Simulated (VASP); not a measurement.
Wanted: the native input for a VASP 6.6.1 run.

```yaml
Task: single point
Functional: PBEsol
Potentials_or_basis: VASP PAW PBE potentials, release 64 (Rb_sv)
Cutoff: 500 eV
k_mesh: 6 × 6 × 6
Occupations: fermi-dirac, width 0.05 eV
Spin: no spin polarisation
Dipole_correction: no
Further_INCAR_settings: ALGO = Normal; EDIFF = 1e-06; NBANDS = 10
```

The structure of Rb lies in POSCAR:

```
Rb
1.0
   -2.7836907084      2.7836907084      2.7836907084
    2.7836907084     -2.7836907084      2.7836907084
    2.7836907084      2.7836907084     -2.7836907084
Rb
1
Direct
    0.0000000000      0.0000000000      0.0000000000
```

One way to write it, as run:

INCAR

```
PREC = Accurate
ENCUT = 500
EDIFF = 1E-6
ISMEAR = -1
SIGMA = 0.05
LREAL = False
LASPH = True
NELM = 120
ALGO = Normal
ISIF = 2
LWAVE = False
LCHARG = True
GGA = PS
LELF = True
LVHAR = True
NBANDS = 10
GGA_COMPAT = False
```

KPOINTS

```
regular mesh
0
Gamma
  6 6 6
```

Potentials or basis: VASP PAW PBE potentials, release 64 (Rb_sv).

The run is started by

```bash
$ cat potpaw_PBE.64/Rb_sv/POTCAR > POTCAR
$ mpirun -np 1 vasp_std > vasp.out
```

Results of the run:

| Property | Result |
| --- | --- |
| Pressure | 0.0 GPa |

Caveat: the PAW data sets were made with another functional, which shifts forces and pressure a little.

Run time: 18 s on 1 thread of Intel Xeon 8259CL, with other jobs on the host, peak memory 0.2 GiB.
